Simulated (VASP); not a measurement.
# LiH in VASP: further runs

Runs on LiH. Level: PBE. Tasks: single point.

All numbers are computed with VASP 6.6.1; they aren't measurements. Logs are shortened: lines on timing, memory, paths and dates and some standing lists are left out, and cuts for length are marked.

### 1 The cell of the first run

The cell holds a wire or tube with vacuum around it, 16 atoms: a = 13.000 Å, b = 13.300 Å, c = 3.768 Å, α = 90.00°, β = 90.00°, γ = 90.00°.

### 2 Single point, PBE

File INCAR:

```
SYSTEM = LiH
ALGO = Normal
EDIFF = 1E-7
ENCUT = 520
GGA = PE
ISIF = 2
ISMEAR = 0
LASPH = .TRUE.
LCHARG = .FALSE.
LREAL = Auto
LWAVE = .FALSE.
NBANDS = 30
NELM = 80
PREC = Accurate
SIGMA = 0.05
```

File KPOINTS:

```
k-points
0
G
  1 1 8
  0 0 0
```

File POSCAR:

```
LiH
1.0
   13.0000000000      0.0000000000      0.0000000000
    0.0000000000     13.3000000000      0.0000000000
    0.0000000000      0.0000000000      3.7678769030
Li H
8 8
Direct
    0.5116293574      0.5113695982      0.0000000000
    0.4992243314      0.3531610900      0.5000000000
    0.4821123926      0.6556288017      0.5000000000
    0.3497658498      0.4992296328      0.5000000000
    0.6592248502      0.4825323897      0.5000000000
    0.3561977433      0.3594324006      0.0000000000
    0.3439069575      0.6410549306      0.0000000000
    0.6443267284      0.3474413615      0.0000000000
    0.3496571269      0.5001935359      0.0000000000
    0.6633321808      0.4901308870      0.0000000000
    0.3485843375      0.3519864738      0.5000000000
    0.3356693135      0.6468912584      0.5000000000
    0.6502926548      0.3393928737      0.5000000000
    0.5077680991      0.5075931860      0.5000000000
    0.5002103596      0.3530533565      0.0000000000
    0.4898825323      0.6596452609      0.0000000000
```

Potentials or basis: VASP PAW PBE potentials, release 64 (Li_sv, H).

Run with:

```bash
$ cat potpaw_PBE.64/Li_sv/POTCAR potpaw_PBE.64/H/POTCAR > POTCAR
$ mpirun -np 1 vasp_std > vasp.out
```

OUTCAR:

```text
SYSTEM = LiH
   EDIFF = 1E-7
   ENCUT = 520
   GGA = PE
   ISIF = 2
   ISMEAR = 0
   LASPH = .TRUE.
   LREAL = Auto
   NELM = 80
   PREC = Accurate

 ion  position               nearest neighbor table
   1  0.512  0.511  0.000-
   2  0.499  0.353  0.500-
   3  0.482  0.656  0.500-
   4  0.350  0.499  0.500-
   5  0.659  0.483  0.500-
   6  0.356  0.359  0.000-
[... 8 lines left out ...]
  15  0.500  0.353  0.000-
  16  0.490  0.660  0.000-

  LATTYP: Found a simple orthorhombic cell.
 ALAT       =     3.7678769030
 B/A-ratio  =     3.4502188725
 C/A-ratio  =     3.5298393080

  Lattice vectors:

 A1 = (   0.0000000000,   0.0000000000,   3.7678769030)
 A2 = (  13.0000000000,   0.0000000000,   0.0000000000)
 A3 = (   0.0000000000,  13.3000000000,   0.0000000000)

Analysis of symmetry for initial positions (statically):
=====================================================================
 Subroutine PRICEL returns:
 Original cell was already a primitive cell.

 Routine SETGRP: Setting up the symmetry group for a
 simple orthorhombic supercell.

 Subroutine GETGRP returns: Found  2 space group operations
 (whereof  2 operations were pure point group operations)
 out of a pool of  8 trial point group operations.

The static configuration has the point symmetry C_1h.

Analysis of symmetry for dynamics (positions and initial velocities):
=====================================================================
 Subroutine PRICEL returns:
 Original cell was already a primitive cell.

 Routine SETGRP: Setting up the symmetry group for a
 simple orthorhombic supercell.

 Subroutine GETGRP returns: Found  2 space group operations
 (whereof  2 operations were pure point group operations)
 out of a pool of  8 trial point group operations.

The dynamic configuration has the point symmetry C_1h.

 Subroutine INISYM returns: Found  2 space group operations
 (whereof  2 operations are pure point group operations),
 and found     1 'primitive' translations

----------------------------------------------------------------------------------------

                                     Primitive cell

  volume of cell :     651.4659

  direct lattice vectors                    reciprocal lattice vectors
    13.000000000  0.000000000  0.000000000     0.076923077  0.000000000  0.000000000
     0.000000000 13.300000000  0.000000000     0.000000000  0.075187970  0.000000000
     0.000000000  0.000000000  3.767876903     0.000000000  0.000000000  0.265401452

  length of vectors
    13.000000000 13.300000000  3.767876903     0.076923077  0.075187970  0.265401452

  position of ions in fractional coordinates (direct lattice)
     0.511629357  0.511369598  0.000000000
     0.499224331  0.353161090  0.500000000
     0.482112393  0.655628802  0.500000000
     0.349765850  0.499229633  0.500000000
     0.659224850  0.482532390  0.500000000
     0.356197743  0.359432401  0.000000000
[... 8 lines left out ...]
     0.500210360  0.353053356  0.000000000
     0.489882532  0.659645261  0.000000000

  ion indices of the primitive-cell ions
   primitive index   ion index
                 1           1
                 2           2
                 3           3
                 4           4
                 5           5
                 6           6
[... 8 lines left out ...]
                15          15
                16          16

----------------------------------------------------------------------------------------

 KPOINTS: k-points

Automatic generation of k-mesh.
 Grid dimensions read from file:
 generate k-points for:    1    1    8

 Generating k-lattice:

  Cartesian coordinates                     Fractional coordinates (reciprocal lattice)
     0.076923077  0.000000000  0.000000000     1.000000000  0.000000000  0.000000000
     0.000000000  0.075187970  0.000000000     0.000000000  1.000000000  0.000000000
     0.000000000  0.000000000  0.033175181     0.000000000  0.000000000  0.125000000

  Length of vectors
     0.076923077  0.075187970  0.033175181

  Shift w.r.t. Gamma in fractional coordinates (k-lattice)
     0.000000000  0.000000000  0.000000000

 Subroutine IBZKPT returns following result:
 ===========================================

 Found      5 irreducible k-points:

 Following reciprocal coordinates:
            Coordinates               Weight
  0.000000  0.000000  0.000000      1.000000
  0.000000  0.000000  0.125000      2.000000
  0.000000  0.000000  0.250000      2.000000
  0.000000  0.000000  0.375000      2.000000
  0.000000  0.000000  0.500000      1.000000
   k-points           NKPTS =      5   k-points in BZ     NKDIM =      5   number of bands    NBANDS=     30
   number of dos      NEDOS =    301   number of ions     NIONS =     16
   total plane-waves  NPLWV = 274400
   dimension x,y,z NGX =    98 NGY =  100 NGZ =   28
   dimension x,y,z NGXF=   196 NGYF=  200 NGZF=   56
   ions per type =               8   8
   NGX,Y,Z   is equivalent  to a cutoff of  12.53, 12.50, 12.35 a.u.
   NGXF,Y,Z  is equivalent  to a cutoff of  25.06, 25.00, 24.71 a.u.
 SYSTEM =  LiH
   PREC   = accura    normal or accurate (medium, high low for compatibility)
   ISTART =      0    job   : 0-new  1-cont  2-samecut
   ICHARG =      2    charge: 1-file 2-atom 10-const
   ISPIN  =      1    spin polarized calculation?
   LNONCOLLINEAR =      F non collinear calculations
   LSORBIT =      F    spin-orbit coupling
   LASPH  =      T    aspherical Exc in radial PAW
   ENCUT  =  520.0 eV  38.22 Ry    6.18 a.u.  24.17 24.73  7.01*2*pi/ulx,y,z
   NELM   =     80;   NELMIN=  2; NELMDL= -5     # of ELM steps
   EDIFF  = 0.1E-06   stopping-criterion for ELM
   LREAL  =      T    real-space projection
   EDIFFG = 0.1E-05   stopping-criterion for IOM
   NSW    =      0    number of steps for IOM
   IBRION =     -1    ionic relax: 0-MD 1-quasi-New 2-CG
   NFREE  =      0    steps in history (QN), initial steepest desc. (CG)
   ISIF   =      2    stress and relaxation
   ISYM   =      2    0-nonsym 1-usesym 2-fastsym
   POTIM  = 0.5000    time-step for ionic-motion
   TEBEG  =    0.0;   TEEND  =   0.0 temperature during run
   PSTRESS=    0.0 pullay stress
   NELECT =      32.0000    total number of electrons
   NUPDOWN=      -1.0000    fix difference up-down
   EMIN   =  10.00;   EMAX   =-10.00  energy-range for DOS
   EFERMI =   0.00;   METHOD = LEGACY
   ISMEAR =     0;   SIGMA  =   0.05  broadening in eV -4-tet -1-fermi 0-gaus
   EFERMI_NEDOS =   21; number of points for ismear=-14 and -15
   IALGO  =     38    algorithm
   IMIX   =      4    mixing-type and parameters
     AMIX     =   0.40;   BMIX     =  1.00
     AMIX_MAG =   1.60;   BMIX_MAG =  1.00
  volume/ion in A,a.u.               =      40.72       274.77
  Fermi-wavevector in a.u.,A,eV,Ry     =   0.599553  1.132991  4.890802  0.359464
  Thomas-Fermi vector in A             =   1.651078
   LORBIT       =      0    0 simple, 1 ext, 2 COOP (PROOUT), +10 PAW based schemes
   GGA     = PE    functional components
   LHFCALC =     F    Hartree Fock is set to
   AEXX    =    0.0000 exact exchange contribution
   IVDW    =     0    specifies the selected vdW correction
   LEPSILON=     F    determine dielectric tensor
   LRPA    =     F    only Hartree local field effects (RPA)
 non-spin polarized calculation
 Gauss-broadening in eV      SIGMA  =   0.05
  energy-cutoff  :      520.00
  volume of cell :      651.47
 maximum number of plane-waves:     17586
 NGX is ok and might be reduce to    98
   NGX = 49   NGY = 49   NGZ = 15

 number of electron      32.0000000 magnetization

 Free energy of the ion-electron system (eV)
  ---------------------------------------------------
  ext. energy  EPLUGINS =         0.00000000
  ---------------------------------------------------
  free energy    TOTEN  =       -46.87843136 eV

  energy without entropy =      -46.87843136  energy(sigma->0) =      -46.87843136

 E-fermi :  -3.1187     XC(G=0):  -2.6727

 val. band max:       -3.4600135994   @ k =   0.0000   0.0000   0.0000
 cond. band min:      -0.4453442955   @ k =   0.0000   0.0000   0.0000
 fundamental gap:      3.0146693039
 Fermi energy:        -3.1187121777

 k-point     1 :       0.0000    0.0000    0.0000
  band No.  band energies     occupation
      1     -48.2667      2.00000
      2     -48.2647      2.00000
      3     -48.0742      2.00000
      4     -48.0736      2.00000
      5     -48.0672      2.00000
      6     -47.8630      2.00000
[... 20 lines left out ...]
     27       1.9823      0.00000
     28       2.8778      0.00000

 k-point     2 :       0.0000    0.0000    0.1250
  band No.  band energies     occupation
      1     -48.2664      2.00000
      2     -48.2644      2.00000
      3     -48.0741      2.00000
      4     -48.0736      2.00000
      5     -48.0669      2.00000
      6     -47.8633      2.00000
[... 20 lines left out ...]
     27       2.1439      0.00000
     28       2.6019      0.00000

 k-point     3 :       0.0000    0.0000    0.2500
  band No.  band energies     occupation
      1     -48.2654      2.00000
      2     -48.2636      2.00000
      3     -48.0739      2.00000
      4     -48.0736      2.00000
      5     -48.0661      2.00000
      6     -47.8639      2.00000
[... 20 lines left out ...]
     27       2.7242      0.00000
     28       2.7709      0.00000

 k-point     4 :       0.0000    0.0000    0.3750
  band No.  band energies     occupation
      1     -48.2644      2.00000
      2     -48.2627      2.00000
      3     -48.0737      2.00000
      4     -48.0735      2.00000
      5     -48.0651      2.00000
      6     -47.8645      2.00000
[... 20 lines left out ...]
     27       3.0592      0.00000
     28       3.1683      0.00000

 k-point     5 :       0.0000    0.0000    0.5000
  band No.  band energies     occupation
      1     -48.2640      2.00000
      2     -48.2624      2.00000
      3     -48.0737      2.00000
      4     -48.0735      2.00000
      5     -48.0647      2.00000
      6     -47.8648      2.00000
[... 20 lines left out ...]
     27       2.9075      0.00000
     28       2.9156      0.00000
 [bands above 28 left out]

------------------------ aborting loop because EDIFF is reached ----------------------------------------

  FORCE on cell =-STRESS in cart. coord.  units (eV):
  Direction    XX          YY          ZZ          XY          YZ          ZX
  --------------------------------------------------------------------------------------
  -------------------------------------------------------------------------------------
  Total       -0.1988843     -0.1957392     -0.1944556      0.0046508      0.0000000      0.0000000
  in kB       -0.4891244     -0.4813896     -0.4782328      0.0114378      0.0000000      0.0000000
  external PRESSURE =      -0.4829156 kB  Pullay stress =       0.0000000 kB

 VOLUME and BASIS-vectors are now :
 -----------------------------------------------------------------------------
  energy-cutoff  :      520.00
  volume of cell :      651.47
      direct lattice vectors                 reciprocal lattice vectors
    13.000000000  0.000000000  0.000000000     0.076923077  0.000000000  0.000000000
     0.000000000 13.300000000  0.000000000     0.000000000  0.075187970  0.000000000
     0.000000000  0.000000000  3.767876903     0.000000000  0.000000000  0.265401452

 POSITION                                       TOTAL-FORCE (eV/Angst)
 -----------------------------------------------------------------------------------
      6.65118      6.80122      0.00000         0.000826      0.002984      0.000000
      6.48992      4.69704      1.88394         0.001577     -0.005701      0.000000
      6.26746      8.71986      1.88394         0.003753      0.004235      0.000000
      4.54696      6.63975      1.88394        -0.004327      0.001392      0.000000
      8.56992      6.41768      1.88394         0.005259      0.003887      0.000000
      4.63057      4.78045      0.00000        -0.008218     -0.006724      0.000000
[... 8 lines left out ...]
      6.50273      4.69561      0.00000         0.001689      0.002814      0.000000
      6.36847      8.77328      0.00000        -0.002713     -0.003027      0.000000
 -----------------------------------------------------------------------------------
    total drift:                               -0.001497     -0.003750     -0.000003

  FREE ENERGIE OF THE ION-ELECTRON SYSTEM (eV)
  ---------------------------------------------------
  free  energy   TOTEN  =       -46.8784313596 eV

  energy  without entropy=      -46.8784313596  energy(sigma->0) =      -46.87843136
```

Run time: 6.5 min. Hardware: 1 thread of AMD EPYC 7R13, shared host; peak memory 0.54 GiB.

Results:

| Item | Value |
| --- | --- |
| Free energy | -46.8784 eV |
| Largest force | 0.011 eV/Å |
| Band gap on the k mesh | 3.01 eV |

Forces in eV/Å, atoms in the order of the input:
```
Li   0.001  0.003  0.000
Li   0.002 -0.006  0.000
Li   0.004  0.004  0.000
Li  -0.004  0.001  0.000
Li   0.005  0.004  0.000
Li  -0.008 -0.007  0.000
Li  -0.004  0.000  0.000
Li   0.002 -0.004  0.000
H    0.003  0.002  0.000
H   -0.003 -0.003  0.000
H    0.001  0.001  0.000
H    0.004 -0.001  0.000
H   -0.001  0.004  0.000
H    0.000  0.000  0.000
H    0.002  0.003  0.000
H   -0.003 -0.003  0.000
```

Caveat: the cutoff is under 1.25 times the usual one of these potentials, so pressure, stress and relaxed cells hold a basis-set (Pulay) error.

(Continued in part 2 of 2.)
